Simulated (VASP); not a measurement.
# Au (P6_3/mmc) in VASP: a series of runs, part 2 of 3

VASP 6.6.1. Earlier steps stand in the parts before.

## Step 3: Electric field gradients, PBE

This run uses another cell than the first one, of 17.77 Å³/atom, 1.063 times its volume.

INCAR

```
PREC     = Accurate       # precision mode
ENCUT    = 520            # plane-wave cutoff, eV
EDIFF    = 1E-8           # SCF threshold, eV
ISMEAR   = -1             # smearing method
SIGMA    = 0.03           # smearing width, eV
LREAL    = F              # projectors in reciprocal space
LASPH    = T              # aspherical terms in the spheres
NELM     = 60             # most SCF steps
ALGO     = Normal         # electronic algorithm
ISIF     = 2              # what is computed and relaxed
LWAVE    = F              # write WAVECAR
LCHARG   = F              # write CHGCAR
GGA      = PE             # functional
LEFG     = T            
NBANDS   = 18             # bands
```

KPOINTS

```
regular mesh
0
Gamma
  14 14 8
```

POSCAR

```
Au
1.0
    2.8999984104      0.0000000000      0.0000000000
   -1.4499992052      2.5114722944      0.0000000000
    0.0000000000      0.0000000000      4.8800000000
Au
2
Direct
    0.3333333333      0.6666666667      0.7500000000
    0.6666666667      0.3333333333      0.2500000000
```

Potentials or basis: VASP PAW PBE potentials, release 64 (Au).

Launch:

```sh
$ cat potpaw_PBE.64/Au/POTCAR > POTCAR
$ mpirun -np 1 vasp_std > vasp.out
```

OUTCAR:

```text
PREC = Accurate
   ENCUT = 520
   EDIFF = 1E-8
   ISMEAR = -1
   LREAL = F
   LASPH = T
   NELM = 60
   ISIF = 2
   GGA = PE

 ion  position               nearest neighbor table
   1  0.333  0.667  0.750-   2 2.96   2 2.96   2 2.96   2 2.96   2 2.96   2 2.96
   2  0.667  0.333  0.250-   1 2.96   1 2.96   1 2.96   1 2.96   1 2.96   1 2.96

  LATTYP: Found a hexagonal cell.
 ALAT       =     2.8999984104
 C/A-ratio  =     1.6827595431

  Lattice vectors:

 A1 = (   2.8999984104,   0.0000000000,   0.0000000000)
 A2 = (  -1.4499992052,   2.5114722944,   0.0000000000)
 A3 = (   0.0000000000,   0.0000000000,   4.8800000000)

Analysis of symmetry for initial positions (statically):
=====================================================================
 Subroutine PRICEL returns:
 Original cell was already a primitive cell.

 Routine SETGRP: Setting up the symmetry group for a
 hexagonal supercell.

 Subroutine GETGRP returns: Found 24 space group operations
 (whereof 12 operations were pure point group operations)
 out of a pool of 24 trial point group operations.

The static configuration has the point symmetry D_3d.
 The point group associated with its full space group is D_6h.

Analysis of symmetry for dynamics (positions and initial velocities):
=====================================================================
 Subroutine PRICEL returns:
 Original cell was already a primitive cell.

 Routine SETGRP: Setting up the symmetry group for a
 hexagonal supercell.

 Subroutine GETGRP returns: Found 24 space group operations
 (whereof 12 operations were pure point group operations)
 out of a pool of 24 trial point group operations.

The dynamic configuration has the point symmetry D_3d.
 The point group associated with its full space group is D_6h.

 Subroutine INISYM returns: Found 24 space group operations
 (whereof 12 operations are pure point group operations),
 and found     1 'primitive' translations

----------------------------------------------------------------------------------------

                                     Primitive cell

  volume of cell :      35.5423

  direct lattice vectors                    reciprocal lattice vectors
     2.899998410  0.000000000  0.000000000     0.344827775  0.199086409  0.000000000
    -1.449999205  2.511472294  0.000000000     0.000000000  0.398172818  0.000000000
     0.000000000  0.000000000  4.880000000     0.000000000  0.000000000  0.204918033

  length of vectors
     2.899998410  2.899998410  4.880000000     0.398172818  0.398172818  0.204918033

  position of ions in fractional coordinates (direct lattice)
     0.333333333  0.666666667  0.750000000
     0.666666667  0.333333333  0.250000000

  ion indices of the primitive-cell ions
   primitive index   ion index
                 1           1
                 2           2

----------------------------------------------------------------------------------------

 KPOINTS: regular mesh

Automatic generation of k-mesh.
[... 73 lines left out ...]
   ISYM   =      2    0-nonsym 1-usesym 2-fastsym
   POTIM  = 0.5000    time-step for ionic-motion
   TEBEG  =    0.0;   TEEND  =   0.0 temperature during run
   PSTRESS=    0.0 pullay stress
   NELECT =      22.0000    total number of electrons
   NUPDOWN=      -1.0000    fix difference up-down
   EMIN   =  10.00;   EMAX   =-10.00  energy-range for DOS
   EFERMI =   0.00;   METHOD = LEGACY
   ISMEAR =    -1;   SIGMA  =   0.03  broadening in eV -4-tet -1-fermi 0-gaus
   EFERMI_NEDOS =   21; number of points for ismear=-14 and -15
   IALGO  =     38    algorithm
   IMIX   =      4    mixing-type and parameters
     AMIX     =   0.40;   BMIX     =  1.00
     AMIX_MAG =   1.60;   BMIX_MAG =  1.00
  volume/ion in A,a.u.               =      17.77       119.93
  Fermi-wavevector in a.u.,A,eV,Ry     =   1.395191  2.636529 26.484537  1.946559
  Thomas-Fermi vector in A             =   2.518667
   LORBIT       =      0    0 simple, 1 ext, 2 COOP (PROOUT), +10 PAW based schemes
   GGA     = PE    functional components
   LHFCALC =     F    Hartree Fock is set to
   AEXX    =    0.0000 exact exchange contribution
   IVDW    =     0    specifies the selected vdW correction
   LEPSILON=     F    determine dielectric tensor
   LRPA    =     F    only Hartree local field effects (RPA)
 non-spin polarized calculation
  energy-cutoff  :      520.00
  volume of cell :       35.54
 maximum number of plane-waves:       984
 NGX is ok and might be reduce to    24
   NGX = 11   NGY = 11   NGZ = 19

 number of electron      22.0000001 magnetization

 Free energy of the ion-electron system (eV)
  ---------------------------------------------------
  ext. energy  EPLUGINS =         0.00000000
  ---------------------------------------------------
  free energy    TOTEN  =        -6.41731359 eV

  energy without entropy =       -6.41339868  energy(sigma->0) =       -6.41535614

 E-fermi :   8.7809     XC(G=0): -12.4653

 val. band max:        8.7688855765   @ k =   0.3571   0.1429   0.2500
 cond. band min:       8.8025533881   @ k =   0.4286   0.0714   0.1250
 fundamental gap:      0.0336678116
 Fermi energy:         8.7808655578

 k-point     1 :       0.0000    0.0000    0.0000
  band No.  band energies     occupation
      1      -0.6308      2.00000
      2       1.7587      2.00000
      3       4.1409      2.00000
      4       4.4156      2.00000
      5       4.4156      2.00000
      6       4.7021      2.00000
[... 481 lines left out ...]
      5       4.2370      2.00000
      6       4.3609      2.00000
[... 10 lines left out ...]
     17      19.6147      0.00000
     18      19.8354      0.00000

 [... further k-points ...]

------------------------ aborting loop because EDIFF is reached ----------------------------------------

  FORCE on cell =-STRESS in cart. coord.  units (eV):
  Direction    XX          YY          ZZ          XY          YZ          ZX
  --------------------------------------------------------------------------------------
  -------------------------------------------------------------------------------------
  Total        0.4412142      0.4412142      0.2915591      0.0000000      0.0000000      0.0000000
  in kB       19.8890543     19.8890543     13.1428999      0.0000000      0.0000000      0.0000000
  external PRESSURE =      17.6403362 kB  Pullay stress =       0.0000000 kB

 VOLUME and BASIS-vectors are now :
 -----------------------------------------------------------------------------
  energy-cutoff  :      520.00
  volume of cell :       35.54
      direct lattice vectors                 reciprocal lattice vectors
     2.899998410  0.000000000  0.000000000     0.344827775  0.199086409  0.000000000
    -1.449999205  2.511472294  0.000000000     0.000000000  0.398172818  0.000000000
     0.000000000  0.000000000  4.880000000     0.000000000  0.000000000  0.204918033

 POSITION                                       TOTAL-FORCE (eV/Angst)
 -----------------------------------------------------------------------------------
     -0.00000      1.67431      3.66000        -0.000000      0.000000      0.000000
      1.45000      0.83716      1.22000         0.000000      0.000000      0.000000
 -----------------------------------------------------------------------------------
    total drift:                               -0.000000      0.000000     -0.000000

  FREE ENERGIE OF THE ION-ELECTRON SYSTEM (eV)
  ---------------------------------------------------
  free  energy   TOTEN  =        -6.4173135931 eV

  energy  without entropy=       -6.4133986819  energy(sigma->0) =       -6.41535614

 Electric field gradients (V/A^2)
---------------------------------------------------------------------
 ion       V_xx      V_yy      V_zz      V_xy      V_xz      V_yz
---------------------------------------------------------------------
   1     -10.963   -10.963    21.926    -0.000     0.000    -0.000
   2     -10.963   -10.963    21.926    -0.000    -0.000     0.000
---------------------------------------------------------------------

 Electric field gradients after diagonalization (V/A^2)
 (convention: |V_zz| > |V_xx| > |V_yy|)
----------------------------------------------------------------------
 ion       V_xx      V_yy      V_zz     asymmetry (V_yy - V_xx)/ V_zz
----------------------------------------------------------------------
   1     -10.963   -10.963    21.926       0.000
   2     -10.963   -10.963    21.926       0.000
----------------------------------------------------------------------

           NMR quadrupolar parameters

 Cq : quadrupolar parameter    Cq=e*Q*V_zz/h
 eta: asymmetry parameters     (V_yy - V_xx)/ V_zz
 Q  : nuclear electric quadrupole moment in mb (millibarn)
----------------------------------------------------------------------
 ion       Cq(MHz)       eta       Q (mb)
----------------------------------------------------------------------
   1       0.053       0.000       1.000
   2       0.053       0.000       1.000
----------------------------------------------------------------------
```

Run time: 30 s. Hardware: 1 thread of Intel Xeon 6975P-C, shared host; peak memory 0.2 GiB.

Results:

| Property | Result |
| --- | --- |
| Free energy | -6.4173 eV |
| Pressure | 1.8 GPa |
| Band gap on the k mesh | zero (band 11 reaches 12.56 eV, above the bottom of band 12 at 6.20 eV) |

Electric field gradients, principal values (V/Å²):
| atom | least | middle | greatest (by size) |
| --- | --- | --- | --- |
| 1 Au | -10.963 | -10.963 | 21.926 |
| 2 Au | -10.963 | -10.963 | 21.926 |

Caveat: without QUAD_EFG the Cq values of the log hold for a quadrupole moment of 1 mb, not for the nuclei; spin-orbit coupling is left out, which moves the levels of the heavy elements.

(Continued in part 3 of 3.)
